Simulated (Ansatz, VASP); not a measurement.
# One calculation of Co, two programs

```
Co
1.0
     0.00000    1.76910    1.76910
     1.76910    0.00000    1.76910
     1.76910    1.76910    0.00000
Co
1
Direct
  0.00000 0.00000 0.00000
```

Alike in both runs: task relaxation of cell and atoms; functional PBEsol; k mesh 15 × 15 × 15; occupations fermi-dirac, width 0.05 eV; collinear spin.

```csv
,VASP,Ansatz
version,VASP 6.6.1,Ansatz 0.2.0
potentials or method,"VASP PAW PBE potentials, release 64 (Co), cutoff 600 eV","plane waves (420 eV) with PAW, scalar-relativistic"
valence electrons in the cell,9,17
```

VASP gave:

```
net moment per atom (μB)                                      : 1.63
size of the moment on the site where the two differ most (μB) : 1.63
relaxed volume (Å³/atom)                                      : 10.40
relaxed cell length with the largest relative difference (Å)  : 2.450
```

Q: What did Ansatz give for the same quantities?

A: net moment per atom (μB): 1.64; size of the moment on the site where the two differ most (μB): 1.70; relaxed volume (Å³/atom): 10.44; relaxed cell length with the largest relative difference (Å): 2.453.

VASP's potentials were made for PBE, not for PBEsol, and Ansatz warns of the same on its side. Site moments also hang on the region over which each program counts them. VASP's potentials hold 9 valence electrons a cell and Ansatz's 17, so a difference there can come from the potentials and not from the codes.
